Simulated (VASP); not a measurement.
# CdI2 (P-3m1) in VASP: a series of runs, part 2 of 2

VASP 6.6.1. The steps go on from the part before.

## 3. Single point, PBEsol (the distance across one plane changed)

INCAR reads:

```
SYSTEM = CdI2
PREC = Accurate ; ENCUT = 500
EDIFF = 1E-6 ; ISMEAR = 0
SIGMA = 0.05 ; LREAL = .False.
LASPH = .True. ; NELM = 120
ALGO = Normal ; ISIF = 2
LWAVE = .False. ; LCHARG = .False.
GGA = PS ; NBANDS = 35
GGA_COMPAT = .False.
```

KPOINTS reads:

```
regular mesh
0
Gamma
  7 7 2
  0 0 0
```

POSCAR reads:

```
CdI2
1.0
   -4.2214347067      0.0000000000      0.0000000000
   -2.1107173534     -3.6558696964      0.0000000000
    0.0000000000      0.0000000000     14.6977823597
Cd I
2 4
Direct
    0.0000000000      1.0000000000      0.2372429734
    0.0000000000      1.0000000000      0.7117289203
    0.3333333333      0.3333333333      0.8276371762
    0.3333333333      0.3333333333      0.3531512294
    0.6666666667      0.6666666667      0.1213347175
    0.6666666667      0.6666666667      0.5958206644
```

Potentials or basis: VASP PAW PBE potentials, release 64 (Cd, I).

On the command line:

```console
cat potpaw_PBE.64/Cd/POTCAR potpaw_PBE.64/I/POTCAR > POTCAR
mpirun -np 1 vasp_std > vasp.out
```

Run time: 2 min. Hardware: 1 thread of Intel Xeon 8259CL, shared host; peak memory 0.37 GiB.

Results (log left out):

```
Free energy            : -12.7388 eV
Pressure               : 0.1 GPa
Largest force          : 0.040 eV/Å
Band gap on the k mesh : 2.41 eV (least direct gap 2.51 eV)
```

Forces in eV/Å, atoms in the order of the input:
```
Cd   0.000  0.000 -0.007
Cd   0.000  0.000  0.007
I    0.000  0.000  0.040
I    0.000  0.000  0.025
I    0.000  0.000 -0.040
I    0.000  0.000 -0.025
```

Levels at points of the mesh, in eV from the valence-band top:
| k point | band 23 | band 24 | band 25 | band 26 | band 27 | band 28 | band 29 | band 30 |
| --- | --- | --- | --- | --- | --- | --- | --- | --- |
| (0.00, 0.00, 0.00) | -0.08 | -0.08 | -0.01 | -0.01 | 2.50 | 3.42 | 4.37 | 4.37 |
| (0.00, 0.00, 0.50) | -0.06 | -0.06 | -0.02 | -0.02 | 2.88 | 3.07 | 4.37 | 4.39 |

Caveat: the cell differs from its parent crystal (the distance across one plane changed); the PAW data sets were made with another functional, which shifts forces and pressure a little; spin-orbit coupling is left out, which moves the levels of the heavy elements; this functional lacks dispersion, which binds layers or chains, so the pressure and a relaxed spacing across them are unreliable.

## 4. Single point, PBEsol (the distance across one plane changed)

INCAR reads:

```
PREC = Accurate
ENCUT = 500
EDIFF = 1E-6
ISMEAR = 0
SIGMA = 0.05
LREAL = F
LASPH = T
NELM = 120
ALGO = Normal
ISIF = 2
LWAVE = F
LCHARG = F
GGA = PS
NBANDS = 35
GGA_COMPAT = F
```

KPOINTS reads:

```
Automatic mesh
0
Gamma
  7 7 2
```

POSCAR reads:

```
CdI2
1.0
   -4.2214347067      0.0000000000      0.0000000000
   -2.1107173534     -3.6558696964      0.0000000000
    0.0000000000      0.0000000000     14.9477823597
Cd I
2 4
Direct
    0.0000000000      1.0000000000      0.2332751111
    0.0000000000      1.0000000000      0.6998253332
    0.3333333333      0.3333333333      0.8137950364
    0.3333333333      0.3333333333      0.3472448143
    0.6666666667      0.6666666667      0.1193054078
    0.6666666667      0.6666666667      0.5858556299
```

On the command line:

```console
cat potpaw_PBE.64/Cd/POTCAR potpaw_PBE.64/I/POTCAR > POTCAR
mpirun -np 1 vasp_std > vasp.out
```

It took 2.1 min on 1 thread of Intel Xeon 8259CL, shared host; peak memory 0.38 GiB.

It converged, with:

```yaml
Free_energy: -12.7342 eV
Pressure: 0.1 GPa
Largest_force: 0.035 eV/Å
Band_gap_on_the_k_mesh: 2.42 eV (least direct gap 2.53 eV)
```

Forces on the atoms (eV/Å):
```
Cd   0.000  0.000 -0.007
Cd   0.000  0.000  0.007
I    0.000  0.000  0.035
I    0.000  0.000  0.026
I    0.000  0.000 -0.035
I    0.000  0.000 -0.026
```

Levels at points of the mesh, in eV from the valence-band top:
```csv
k point,band 23,band 24,band 25,band 26,band 27,band 28,band 29,band 30
"(0.00, 0.00, 0.00)",-0.07,-0.07,-0.01,-0.01,2.53,3.39,4.37,4.37
"(0.00, 0.00, 0.50)",-0.06,-0.06,-0.01,-0.01,2.85,3.09,4.37,4.39
```

Caveat: the cell differs from its parent crystal (the distance across one plane changed); the PAW data sets were made with another functional, which shifts forces and pressure a little; spin-orbit coupling is left out, which moves the levels of the heavy elements; this functional lacks dispersion, which binds layers or chains, so the pressure and a relaxed spacing across them are unreliable. A k mesh can miss the band edges.

## 5. Single point, PBEsol (the distance across one plane changed)

INCAR reads:

```
  ALGO = Normal
  EDIFF = 1E-6
  ENCUT = 500
  GGA = PS
  GGA_COMPAT = False
  ISIF = 2
  ISMEAR = 0
  LASPH = True
  LCHARG = True
  LELF = True
  LREAL = False
  LVHAR = True
  LWAVE = False
  NBANDS = 35
  NELM = 120
  PREC = Accurate
  SIGMA = 0.05
```

KPOINTS reads:

```
k-points
0
Gamma
  7 7 2
```

POSCAR reads:

```
CdI2
1.0
   -4.2214347067      0.0000000000      0.0000000000
   -2.1107173534     -3.6558696964      0.0000000000
    0.0000000000      0.0000000000     15.4477823597
Cd I
2 4
Direct
    0.0000000000      1.0000000000      0.2257246709
    0.0000000000      1.0000000000      0.6771740128
    0.3333333333      0.3333333333      0.7874548467
    0.3333333333      0.3333333333      0.3360055048
    0.6666666667      0.6666666667      0.1154438371
    0.6666666667      0.6666666667      0.5668931790
```

On the command line:

```console
cat potpaw_PBE.64/Cd/POTCAR potpaw_PBE.64/I/POTCAR > POTCAR
mpirun -np 1 vasp_std > vasp.out
```

Wall time 2.3 min (1 thread of Intel Xeon 8259CL, shared host); peak memory 0.39 GiB.

Results (log left out):

```yaml
Free_energy: -12.7288 eV
Pressure: 0.1 GPa
Largest_force: 0.026 eV/Å
Band_gap_on_the_k_mesh: 2.43 eV (least direct gap 2.57 eV)
```

Forces on the atoms (eV/Å):
```
Cd   0.000  0.000 -0.007
Cd   0.000  0.000  0.007
I    0.000  0.000  0.025
I    0.000  0.000  0.026
I    0.000  0.000 -0.025
I    0.000  0.000 -0.026
```

Levels at points of the mesh, in eV from the valence-band top:
```csv
k point,band 23,band 24,band 25,band 26,band 27,band 28,band 29,band 30
"(0.00, 0.00, 0.00)",-0.06,-0.06,-0.01,-0.01,2.57,3.34,4.37,4.38
"(0.00, 0.00, 0.50)",-0.06,-0.06,-0.01,-0.01,2.79,3.12,4.37,4.39
```

Caveat: the cell differs from its parent crystal (the distance across one plane changed); the PAW data sets were made with another functional, which shifts forces and pressure a little; spin-orbit coupling is left out, which moves the levels of the heavy elements; this functional lacks dispersion, which binds layers or chains, so the pressure and a relaxed spacing across them are unreliable. A k mesh can miss the band edges.

## 6. Single point, PBEsol (the distance across one plane changed)

INCAR reads:

```
SYSTEM = CdI2
PREC = Accurate
ENCUT = 500
EDIFF = 1E-6
ISMEAR = 0
SIGMA = 0.05
LREAL = .False.
LASPH = .True.
NELM = 120
ALGO = Normal
ISIF = 2
LWAVE = .False.
LCHARG = .True.
GGA = PS
LELF = .True.
LVHAR = .True.
NBANDS = 35
GGA_COMPAT = .False.
```

KPOINTS reads:

```
regular mesh
0
Gamma
  7 7 2
  0 0 0
```

POSCAR reads:

```
CdI2
1.0
   -4.2214347067      0.0000000000      0.0000000000
   -2.1107173534     -3.6558696964      0.0000000000
    0.0000000000      0.0000000000     15.9477823597
Cd I
2 4
Direct
    0.0000000000      1.0000000000      0.2186476785
    0.0000000000      1.0000000000      0.6559430355
    0.3333333333      0.3333333333      0.7627663091
    0.3333333333      0.3333333333      0.3254709522
    0.6666666667      0.6666666667      0.1118244048
    0.6666666667      0.6666666667      0.5491197618
```

Potentials or basis: VASP PAW PBE potentials, release 64 (Cd, I).

On the command line:

```console
cat potpaw_PBE.64/Cd/POTCAR potpaw_PBE.64/I/POTCAR > POTCAR
mpirun -np 1 vasp_std > vasp.out
```

Wall time 2.1 min (1 thread of Intel Xeon 8259CL, shared host); peak memory 0.4 GiB.

It converged, with:

| Quantity | Value |
| --- | --- |
| Free energy | -12.7263 eV |
| Pressure | 0.1 GPa |
| Largest force | 0.025 eV/Å |
| Band gap on the k mesh | 2.43 eV (least direct gap 2.60 eV) |

Forces on the atoms (eV/Å):
```
Cd   0.000  0.000 -0.007
Cd   0.000  0.000  0.007
I    0.000  0.000  0.022
I    0.000  0.000  0.025
I    0.000  0.000 -0.022
I    0.000  0.000 -0.025
```

Levels at points of the mesh, in eV from the valence-band top:
| k point | band 24 | band 25 | band 26 | band 27 | band 28 | band 29 |
| --- | --- | --- | --- | --- | --- | --- |
| (0.00, 0.00, 0.00) | -0.06 | -0.01 | -0.01 | 2.60 | 3.31 | 4.37 |
| (0.00, 0.00, 0.50) | -0.06 | -0.01 | -0.01 | 2.76 | 3.15 | 4.37 |

Caveat: the cell differs from its parent crystal (the distance across one plane changed); the PAW data sets were made with another functional, which shifts forces and pressure a little; spin-orbit coupling is left out, which moves the levels of the heavy elements.

## 7. The runs side by side

| cell | gap on the mesh (eV) | pressure (GPa) | largest force (eV/Å) |
| --- | --- | --- | --- |
| a = 4.221, b = 4.221, c = 14.448 Å, angles 90.0, 90.0, 60.0°, 6 atoms | 2.40 | 0.1 | 0.04 |
| a = 4.221, b = 4.221, c = 14.698 Å, angles 90.0, 90.0, 60.0°, 6 atoms | 2.41 | 0.1 | 0.04 |
| a = 4.221, b = 4.221, c = 14.948 Å, angles 90.0, 90.0, 60.0°, 6 atoms | 2.42 | 0.1 | 0.03 |
| a = 4.221, b = 4.221, c = 15.448 Å, angles 90.0, 90.0, 60.0°, 6 atoms | 2.43 | 0.1 | 0.03 |
| a = 4.221, b = 4.221, c = 15.948 Å, angles 90.0, 90.0, 60.0°, 6 atoms | 2.43 | 0.1 | 0.03 |

Alike in all rows: task single point; level PBEsol; potentials or basis VASP PAW PBE potentials, release 64 (Cd, I); no spin polarisation; k mesh 7 × 7 × 2; cutoff (eV) 500; smearing gaussian 0.05 eV.

Caveats: the PAW data sets were made with another functional, which shifts forces and pressure a little; spin-orbit coupling is left out, which moves the levels of the heavy elements; this functional lacks dispersion, which binds layers or chains, so the pressure and a relaxed spacing across them are unreliable (at least some runs).

Absolute energies hang on the potentials; compare differences alone.
